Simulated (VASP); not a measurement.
GdMg, 2 atoms in the cell. The structure is cubic, space group Pm-3m (No. 221). Conventional cell: a = 3.824 Å, b = 3.824 Å, c = 3.824 Å, α = 90.00°, β = 90.00°, γ = 90.00°. Gd (site symmetry m-3m) has 8 Mg at 3.31 Å and 6 Gd at 3.82 Å within 4.4 Å. Mg (site symmetry m-3m) has 8 Gd at 3.31 Å and 6 Mg at 3.82 Å within 4.4 Å. 

* Program: VASP 6.6.1
* Task: single point
* Functional: BLYP
* Potentials or basis: VASP PAW PBE potentials, release 64 (Gd, Mg)
* Cutoff: 520 eV
* k mesh: 8 × 8 × 8
* Occupations: gaussian, width 0.1 eV
* Spin: collinear spin, ferromagnetic start
* Starting moments: [7.0, 0.0] μB
* Dipole correction: no
* Further INCAR settings: ALGO = Normal; EDIFF = 1e-06; NBANDS = 21

Potentials or basis: VASP PAW PBE potentials, release 64 (Gd, Mg).

The run is started by

```bash
$ cat potpaw_PBE.64/Gd/POTCAR potpaw_PBE.64/Mg/POTCAR > POTCAR
$ mpirun -np 1 vasp_std > vasp.out
```

Hardware: 1 thread of AMD EPYC 7R43 64-Core Processor (Zen 3), on a shared host.

Q: How long does it take, and how much memory?

A: Run time: 120 s on 1 thread of AMD EPYC 7R43 64-Core Processor (Zen 3), on a shared host, peak memory 0.19 GiB. Counts: scf iterations 19, k points 35.
